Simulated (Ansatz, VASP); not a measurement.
# Two plane-wave programs on MgS

Contents of INCAR:

```
SYSTEM = MgS
  PREC = Accurate
  ENCUT = 600
  EDIFF = 1E-6
  ISMEAR = 0
  SIGMA = 0.01
  LREAL = .FALSE.
  LASPH = .TRUE.
  NELM = 120
  ALGO = Normal
  ISIF = 2
  LWAVE = .FALSE.
  LCHARG = .FALSE.
  GGA = PS
  NBANDS = 11
  GGA_COMPAT = .FALSE.
```

Contents of KPOINTS:

```
regular mesh
0
G
  6 6 6
  0 0 0
```

POSCAR

```
MgS
1.0
    0.0157311411      2.6013909985      2.5856978984
    2.6013909985      0.0157311411      2.5856978984
    2.6171221396      2.6171221396      0.0000000000
Mg S
1 1
Direct
    0.0000000000      0.0000000000      0.0000000000
    0.5000000000      0.5000000000      0.5000000000
```

Input for Ansatz:

```yaml
crystal:
  lattice:
    - [0.0157311411, 2.6013909985, 2.5856978984]
    - [2.6013909985, 0.0157311411, 2.5856978984]
    - [2.6171221396, 2.6171221396, 0.0]
  atoms:
    - { symbol: Mg, position: [0.0, 0.0, 0.0] }
    - { symbol: S, position: [0.5, 0.5, 0.5] }
basis:
  ecutwfc: 420
kpoints:
  mp_grid: { grid: [6, 6, 6] }
  band_path:
    path:
      - [0.0, 0.0, 0.0]
      - [0.0, 0.0, 0.0]
      - [0.5, 0.5, 0.0]
      - [0.0, 0.5, 0.5]
      - [0.5, 0.5, 0.5]
      - [0.0, 0.0, 0.5]
      - [0.5, 0.5, 0.5]
      - [0.0, 0.0, 0.5]
    npoints: 1
hamiltonian:
  xc: pbesol
  pseudopotentials: { kind: paw, azcp: { folder: soft_1 } }
scf:
  occupations: { method: fixed }
  n_extra_bands: 5
output:
  forces: true
  stress: true
  eigenvalues: true
```

Alike in both runs: task single point; functional PBEsol; k mesh 6 × 6 × 6; no spin polarisation.

```csv
,VASP,Ansatz
version,VASP 6.6.1,Ansatz 0.2.0
potentials or method,"VASP PAW PBE potentials, release 64 (Mg, S), cutoff 600 eV","scalar-relativistic, plane waves, PAW"
occupations,"gaussian, width 0.01 eV",fixed
valence electrons in the cell,8,16
```

|  | VASP | Ansatz | Ansatz less VASP |
| --- | --- | --- | --- |
| gap on the k mesh at the Fermi level (eV) | 2.62 | 2.62 | 0.000 |
| least direct gap on the mesh (eV) | 3.58 | 3.58 | +0.001 |
| pressure (GPa) | -0.6 | -0.4 | +0.18 |
| traceless stress, the component that is largest in VASP (GPa) | -0.65 | -0.65 | 0.000 |

VASP's potentials were made for PBE, not for PBEsol, and Ansatz warns of the same on its side. VASP's potentials hold 8 valence electrons a cell and Ansatz's 16, so a difference there can come from the potentials and not from the codes.
